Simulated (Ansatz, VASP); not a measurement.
One calculation of CaSe, two programs

```
Ca Se
1.0
    -0.05912    2.92644    2.92644
     2.92644   -0.05912    2.92644
     2.92644    2.92644   -0.05912
Ca Se
1 1
Direct
  0.00000 0.00000 0.00000
  0.50000 0.50000 0.50000
```

Alike in both runs: task electric field gradients; functional PBE; k mesh 10 × 10 × 10; occupations fermi-dirac, width 0.02 eV; collinear spin.

```csv
,VASP,Ansatz
version,VASP 6.6.1,Ansatz 0.2.0
potentials or method,"VASP PAW PBE potentials, release 64 (Ca_sv, Se), cutoff 520 eV","all-electron PAW with datasets made for the crystal, scalar-relativistic"
```

VASP gave:

```
gap on the k mesh at the Fermi level (eV)                     : 1.91
pressure (GPa)                                                : 1.4
traceless stress, the component that is largest in VASP (GPa) : 0.52
net moment per atom (μB)                                      : 0.00
```

Q: Estimate Ansatz's values.

A: gap on the k mesh at the Fermi level (eV): 1.92; pressure (GPa): 1.2; traceless stress, the component that is largest in VASP (GPa): 0.52; net moment per atom (μB): 0.00.

Ansatz ran all-electron here, and VASP with PAW potentials. Ansatz's warnings: printed levels off, seeded moment not kept.
